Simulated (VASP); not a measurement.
# CdS in VASP: a series of runs

Aim: see how the results for CdS move with the level of theory and the settings. Levels: r2SCAN, PBE. Tasks: single point.

All numbers are computed with VASP 6.6.1; they aren't measurements. Logs are shortened: lines on timing, memory, paths and dates and some standing lists are left out, and cuts for length are marked.

## (1) The cell of the first run

It takes space group F-43m (No. 216, cubic). Conventional cell: a = 5.878 Å, b = 5.878 Å, c = 5.878 Å, α = 90.00°, β = 90.00°, γ = 90.00°. Within 3.4 Å of Cd (site symmetry -43m) lie 4 S at 2.55 Å. S (site symmetry -43m) has 4 Cd at 2.55 Å within 3.4 Å.

## (2) Single point, r2SCAN

File POSCAR:

```
CdS
1.0
    0.0000000000      2.9392148365      2.9392148365
    2.9392148365      0.0000000000      2.9392148365
    2.9392148365      2.9392148365      0.0000000000
Cd S
1 1
Direct
    0.0000000000      0.0000000000      0.0000000000
    0.2500000000      0.2500000000      0.2500000000
```

File INCAR.step1:

```
  ALGO = Normal
  EDIFF = 1E-4
  ENCUT = 520
  GGA = PE
  ISMEAR = 0
  LASPH = True
  LCHARG = False
  LREAL = False
  LWAVE = True
  NBANDS = 16
  NELM = 80
  PREC = Accurate
  SIGMA = 0.01
```

File INCAR.step2:

```
  ALGO = Normal
  EDIFF = 1E-6
  ENCUT = 520
  ISIF = 2
  ISMEAR = 0
  ISTART = 1
  LASPH = True
  LCHARG = False
  LMIXTAU = True
  LREAL = False
  LWAVE = False
  METAGGA = R2SCAN
  NBANDS = 16
  NELM = 80
  PREC = Accurate
  SIGMA = 0.01
```

File KPOINTS:

```
k-points
0
Gamma
  8 8 8
```

Potentials or basis: VASP PAW PBE potentials, release 64 (Cd, S).

Launch:

```bash
cat potpaw_PBE.64/Cd/POTCAR potpaw_PBE.64/S/POTCAR > POTCAR
cp INCAR.step1 INCAR
mpirun -np 1 vasp_std > vasp.out
cp INCAR.step2 INCAR
mpirun -np 1 vasp_std > vasp.out
```

OUTCAR:

```text
EDIFF = 1E-6
   ENCUT = 520
   ISIF = 2
   ISMEAR = 0
   ISTART = 1
   LASPH = True
   LREAL = False
   METAGGA = R2SCAN
   NELM = 80
   PREC = Accurate

 ion  position               nearest neighbor table
   1  0.000  0.000  0.000-   2 2.55   2 2.55   2 2.55   2 2.55
   2  0.250  0.250  0.250-   1 2.55   1 2.55   1 2.55   1 2.55

  LATTYP: Found a face centered cubic cell.
 ALAT       =     5.8784296730

  Lattice vectors:

 A1 = (   0.0000000000,   2.9392148365,   2.9392148365)
 A2 = (   2.9392148365,   0.0000000000,   2.9392148365)
 A3 = (   2.9392148365,   2.9392148365,   0.0000000000)

Analysis of symmetry for initial positions (statically):
=====================================================================
 Subroutine PRICEL returns:
 Original cell was already a primitive cell.

 Routine SETGRP: Setting up the symmetry group for a
 face centered cubic supercell.

 Subroutine GETGRP returns: Found 24 space group operations
 (whereof 24 operations were pure point group operations)
 out of a pool of 48 trial point group operations.

The static configuration has the point symmetry T_d .

Analysis of symmetry for dynamics (positions and initial velocities):
=====================================================================
 Subroutine PRICEL returns:
 Original cell was already a primitive cell.

 Routine SETGRP: Setting up the symmetry group for a
 face centered cubic supercell.

 Subroutine GETGRP returns: Found 24 space group operations
 (whereof 24 operations were pure point group operations)
 out of a pool of 48 trial point group operations.

The dynamic configuration has the point symmetry T_d .

 Subroutine INISYM returns: Found 24 space group operations
 (whereof 24 operations are pure point group operations),
 and found     1 'primitive' translations

----------------------------------------------------------------------------------------

                                     Primitive cell

  volume of cell :      50.7837

  direct lattice vectors                    reciprocal lattice vectors
     0.000000000  2.939214837  2.939214837    -0.170113458  0.170113458  0.170113458
     2.939214837  0.000000000  2.939214837     0.170113458 -0.170113458  0.170113458
     2.939214837  2.939214837  0.000000000     0.170113458  0.170113458 -0.170113458

  length of vectors
     4.156677485  4.156677485  4.156677485     0.294645153  0.294645153  0.294645153

  position of ions in fractional coordinates (direct lattice)
     0.000000000  0.000000000  0.000000000
     0.250000000  0.250000000  0.250000000

  ion indices of the primitive-cell ions
   primitive index   ion index
                 1           1
                 2           2

----------------------------------------------------------------------------------------

 KPOINTS: k-points

Automatic generation of k-mesh.
 Grid dimensions read from file:
 generate k-points for:    8    8    8

 Generating k-lattice:

  Cartesian coordinates                     Fractional coordinates (reciprocal lattice)
    -0.021264182  0.021264182  0.021264182     0.125000000  0.000000000  0.000000000
     0.021264182 -0.021264182  0.021264182     0.000000000  0.125000000  0.000000000
     0.021264182  0.021264182 -0.021264182     0.000000000  0.000000000  0.125000000

  Length of vectors
     0.036830644  0.036830644  0.036830644

  Shift w.r.t. Gamma in fractional coordinates (k-lattice)
     0.000000000  0.000000000  0.000000000

 Subroutine IBZKPT returns following result:
 ===========================================

 Found     29 irreducible k-points:

 Following reciprocal coordinates:
            Coordinates               Weight
  0.000000  0.000000  0.000000      1.000000
  0.125000  0.000000  0.000000      8.000000
  0.250000  0.000000  0.000000      8.000000
  0.375000  0.000000  0.000000      8.000000
  0.500000  0.000000  0.000000      4.000000
  0.125000  0.125000  0.000000      6.000000
[... 16 lines left out ...]
  0.500000  0.250000  0.125000     48.000000
 -0.375000  0.250000  0.125000     24.000000
 [... further k-points ...]
   k-points           NKPTS =     29   k-points in BZ     NKDIM =     29   number of bands    NBANDS=     16
   number of dos      NEDOS =    301   number of ions     NIONS =      2
   total plane-waves  NPLWV =  32768
   dimension x,y,z NGX =    32 NGY =   32 NGZ =   32
   dimension x,y,z NGXF=    64 NGYF=   64 NGZF=   64
   ions per type =               1   1
   NGX,Y,Z   is equivalent  to a cutoff of  12.80, 12.80, 12.80 a.u.
   NGXF,Y,Z  is equivalent  to a cutoff of  25.60, 25.60, 25.60 a.u.
 SYSTEM =  unknown system
   PREC   = accura    normal or accurate (medium, high low for compatibility)
   ISTART =      1    job   : 0-new  1-cont  2-samecut
   ICHARG =      0    charge: 1-file 2-atom 10-const
   ISPIN  =      1    spin polarized calculation?
   LNONCOLLINEAR =      F non collinear calculations
   LSORBIT =      F    spin-orbit coupling
   LASPH  =      T    aspherical Exc in radial PAW
   ENCUT  =  520.0 eV  38.22 Ry    6.18 a.u.   7.73  7.73  7.73*2*pi/ulx,y,z
   NELM   =     80;   NELMIN=  2; NELMDL=  0     # of ELM steps
   EDIFF  = 0.1E-05   stopping-criterion for ELM
   LREAL  =      F    real-space projection
   EDIFFG = 0.1E-04   stopping-criterion for IOM
   NSW    =      0    number of steps for IOM
   IBRION =     -1    ionic relax: 0-MD 1-quasi-New 2-CG
   NFREE  =      0    steps in history (QN), initial steepest desc. (CG)
   ISIF   =      2    stress and relaxation
   ISYM   =      2    0-nonsym 1-usesym 2-fastsym
   POTIM  = 0.5000    time-step for ionic-motion
   TEBEG  =    0.0;   TEEND  =   0.0 temperature during run
   PSTRESS=    0.0 pullay stress
   NELECT =      18.0000    total number of electrons
   NUPDOWN=      -1.0000    fix difference up-down
   EMIN   =  10.00;   EMAX   =-10.00  energy-range for DOS
   EFERMI =   0.00;   METHOD = LEGACY
   ISMEAR =     0;   SIGMA  =   0.01  broadening in eV -4-tet -1-fermi 0-gaus
   EFERMI_NEDOS =   21; number of points for ismear=-14 and -15
   IALGO  =     38    algorithm
   IMIX   =      4    mixing-type and parameters
     AMIX     =   0.40;   BMIX     =  1.00
     AMIX_MAG =   1.60;   BMIX_MAG =  1.00
  volume/ion in A,a.u.               =      25.39       171.35
  Fermi-wavevector in a.u.,A,eV,Ry     =   1.158575  2.189390 18.263062  1.342297
  Thomas-Fermi vector in A             =   2.295176
   LORBIT       =      0    0 simple, 1 ext, 2 COOP (PROOUT), +10 PAW based schemes
   METAGGA = R2SCAN    functional components
   LHFCALC =     F    Hartree Fock is set to
   AEXX    =    0.0000 exact exchange contribution
   IVDW    =     0    specifies the selected vdW correction
   LEPSILON=     F    determine dielectric tensor
   LRPA    =     F    only Hartree local field effects (RPA)
 non-spin polarized calculation
 Gauss-broadening in eV      SIGMA  =   0.01
  energy-cutoff  :      520.00
  volume of cell :       50.78
 maximum number of plane-waves:      1384
   NGX = 15   NGY = 15   NGZ = 15

 number of electron      18.0000005 magnetization

 Free energy of the ion-electron system (eV)
  ---------------------------------------------------
  ext. energy  EPLUGINS =         0.00000000
  ---------------------------------------------------
  free energy    TOTEN  =       -29.68595837 eV

  energy without entropy =      -29.68595837  energy(sigma->0) =      -29.68595837

 E-fermi :   0.9471     XC(G=0):  -9.6190

 val. band max:        0.8525047816   @ k =   0.0000   0.0000   0.0000
 cond. band min:       2.3908313011   @ k =   0.0000   0.0000   0.0000
 fundamental gap:      1.5383265195
 Fermi energy:         0.9471381289

 k-point     1 :       0.0000    0.0000    0.0000
  band No.  band energies     occupation
      1     -11.8787      2.00000
      2      -7.0334      2.00000
      3      -7.0334      2.00000
      4      -7.0334      2.00000
      5      -6.5529      2.00000
      6      -6.5529      2.00000
[... 8 lines left out ...]
     15      12.8282      0.00000
     16      12.8282      0.00000

 k-point     2 :       0.1250    0.0000    0.0000
  band No.  band energies     occupation
      1     -11.8193      2.00000
      2      -7.0112      2.00000
      3      -7.0112      2.00000
      4      -6.9763      2.00000
      5      -6.5537      2.00000
      6      -6.5537      2.00000
[... 8 lines left out ...]
     15      12.1985      0.00000
     16      13.2650      0.00000

 k-point     3 :       0.2500    0.0000    0.0000
  band No.  band energies     occupation
      1     -11.6750      2.00000
      2      -6.9627      2.00000
      3      -6.9627      2.00000
      4      -6.7782      2.00000
      5      -6.5484      2.00000
      6      -6.5484      2.00000
[... 8 lines left out ...]
     15      11.9668      0.00000
     16      12.5396      0.00000

 k-point     4 :       0.3750    0.0000    0.0000
  band No.  band energies     occupation
      1     -11.5308      2.00000
      2      -6.9244      2.00000
      3      -6.9244      2.00000
      4      -6.5297      2.00000
      5      -6.5297      2.00000
      6      -6.4291      2.00000
[... 8 lines left out ...]
     15      12.8818      0.00000
     16      12.8818      0.00000
[... 324 lines left out ...]
 k-point    22 :       0.3750    0.2500    0.1250
  band No.  band energies     occupation
      1     -11.5691      2.00000
      2      -6.9100      2.00000
      3      -6.8838      2.00000
      4      -6.7103      2.00000
      5      -6.5439      2.00000
      6      -6.4943      2.00000
[... 8 lines left out ...]
     15      13.4090      0.00000
     16      15.1468      0.00000

 k-point    23 :       0.5000    0.2500    0.1250
  band No.  band energies     occupation
      1     -11.4557      2.00000
      2      -6.8724      2.00000
      3      -6.8489      2.00000
      4      -6.6140      2.00000
      5      -6.5203      2.00000
      6      -6.2682      2.00000
[... 8 lines left out ...]
     15      14.2466      0.00000
     16      14.5205      0.00000

 k-point    24 :      -0.3750    0.2500    0.1250
  band No.  band energies     occupation
      1     -11.4093      2.00000
      2      -6.8660      2.00000
      3      -6.8325      2.00000
      4      -6.5764      2.00000
      5      -6.5271      2.00000
      6      -6.0786      2.00000
[... 8 lines left out ...]
     15      13.6668      0.00000
     16      14.6128      0.00000

 [... further k-points ...]

------------------------ aborting loop because EDIFF is reached ----------------------------------------

  FORCE on cell =-STRESS in cart. coord.  units (eV):
  Direction    XX          YY          ZZ          XY          YZ          ZX
  --------------------------------------------------------------------------------------
  -------------------------------------------------------------------------------------
  Total        0.0913333      0.0913333      0.0913333     -0.0000000      0.0000000      0.0000000
  in kB        2.8814820      2.8814820      2.8814820     -0.0000000      0.0000000      0.0000000
  external PRESSURE =       2.8814820 kB  Pullay stress =       0.0000000 kB

 VOLUME and BASIS-vectors are now :
 -----------------------------------------------------------------------------
  energy-cutoff  :      520.00
  volume of cell :       50.78
      direct lattice vectors                 reciprocal lattice vectors
     0.000000000  2.939214837  2.939214837    -0.170113458  0.170113458  0.170113458
     2.939214837  0.000000000  2.939214837     0.170113458 -0.170113458  0.170113458
     2.939214837  2.939214837  0.000000000     0.170113458  0.170113458 -0.170113458

 POSITION                                       TOTAL-FORCE (eV/Angst)
 -----------------------------------------------------------------------------------
      0.00000      0.00000      0.00000        -0.000000     -0.000000     -0.000000
      1.46961      1.46961      1.46961         0.000000      0.000000      0.000000
 -----------------------------------------------------------------------------------
    total drift:                               -0.000004     -0.000004     -0.000004

  FREE ENERGIE OF THE ION-ELECTRON SYSTEM (eV)
  ---------------------------------------------------
  free  energy   TOTEN  =       -29.6859583741 eV

  energy  without entropy=      -29.6859583741  energy(sigma->0) =      -29.68595837
```

It took 44 s on 1 thread of Intel Xeon Platinum 8559C (Emerald Rapids), shared host; peak memory 0.19 GiB.

Results:

```
Free energy            : -29.6860 eV
Pressure               : 0.3 GPa
Band gap on the k mesh : 1.54 eV, direct
```

Caveat: the PAW data sets were made with another functional, which shifts forces and pressure a little.

## (3) Single point, r2SCAN (strain +1.0%)

File POSCAR:

```
CdS
1.0
    0.0000000000      2.9686069849      2.9686069849
    2.9686069849      0.0000000000      2.9686069849
    2.9686069849      2.9686069849      0.0000000000
Cd S
1 1
Direct
    0.0000000000      0.0000000000      0.0000000000
    0.2500000000      0.2500000000      0.2500000000
```

File INCAR.step1:

```
PREC = Accurate
ENCUT = 520
ISMEAR = 0
SIGMA = 0.01
LREAL = F
LASPH = T
NELM = 100
NBANDS = 16
GGA = PE
ALGO = Normal
EDIFF = 1E-4
LWAVE = T
LCHARG = F
```

File INCAR.step2:

```
PREC = Accurate
ENCUT = 520
EDIFF = 1E-7
ISMEAR = 0
SIGMA = 0.01
LREAL = F
LASPH = T
NELM = 100
ALGO = Normal
ISIF = 2
LWAVE = F
LCHARG = F
METAGGA = R2SCAN
LMIXTAU = T
NBANDS = 16
ISTART = 1
```

File KPOINTS:

```
regular mesh
0
Gamma
  8 8 8
```

Potentials or basis: VASP PAW PBE potentials, release 64 (Cd, S).

Launch:

```bash
cat potpaw_PBE.64/Cd/POTCAR potpaw_PBE.64/S/POTCAR > POTCAR
cp INCAR.step1 INCAR
mpirun -np 1 vasp_std > vasp.out
cp INCAR.step2 INCAR
mpirun -np 1 vasp_std > vasp.out
```

It took 48 s on 1 thread of Intel Xeon Platinum 8559C (Emerald Rapids), shared host; peak memory 0.19 GiB.

It converged, with:

```yaml
Free_energy: -29.6804 eV
Pressure: -1.4 GPa
Band_gap_on_the_k_mesh: 1.47 eV, direct
```

Levels at points of the mesh, in eV from the valence-band top:
| k point | band 5 | band 6 | band 7 | band 8 | band 9 | band 10 | band 11 | band 12 | band 13 | band 14 |
| --- | --- | --- | --- | --- | --- | --- | --- | --- | --- | --- |
| (0.00, 0.00, 0.00) | -7.35 | -7.35 | 0.00 | 0.00 | 0.00 | 1.47 | 7.08 | 7.08 | 7.08 | 11.64 |
| (0.50, 0.00, 0.00) | -7.32 | -7.01 | -4.14 | -0.69 | -0.69 | 3.39 | 7.47 | 7.47 | 7.73 | 11.38 |
| (0.50, 0.50, 0.00) | -7.28 | -6.95 | -3.74 | -1.74 | -1.74 | 3.92 | 4.68 | 9.54 | 11.21 | 11.21 |

Caveat: the cell differs from its parent crystal (strain +1.0%); the PAW data sets were made with another functional, which shifts forces and pressure a little.

(Part 1 of 2 ends here.)
